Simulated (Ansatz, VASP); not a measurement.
# Si5Ge2: VASP beside Ansatz

```
Si Ge
1.0
     0.00000    4.29873    4.29873
     4.29873    0.00000    4.29873
     4.29873    4.29873    0.00000
Si Ge
5 2
Direct
  0.40369 0.40369 0.40369
  0.40369 0.40369 0.78894
  0.40369 0.78894 0.40369
  0.78894 0.40369 0.40369
  0.00000 0.00000 0.00000
  0.25000 0.25000 0.25000
  0.75000 0.75000 0.75000
```

Alike in both runs: functional PBE; k mesh 4 × 4 × 4; occupations gaussian, width 0.2 eV; no spin polarisation.

Ansatz relaxed the structure, and its values are those at the end. VASP's run is a single point on that final structure, the one shown.

```csv
,VASP,Ansatz
version,VASP 6.6.1,Ansatz 0.2.0
potentials or method,"VASP PAW PBE potentials, release 64 (Si, Ge_d), cutoff 500 eV","scalar-relativistic, plane waves, PAW"
valence electrons in the cell,48,48
```

Ansatz gave:

| Item | Value |
| --- | --- |
| gap on the k mesh at the Fermi level (eV) | none |
| pressure (GPa) | 0.4 |

Question: Which values does VASP return?

Answer: gap on the k mesh at the Fermi level (eV): none; pressure (GPa): 0.3.

A gap of «none» marks a metal or a gap that the smearing closes.
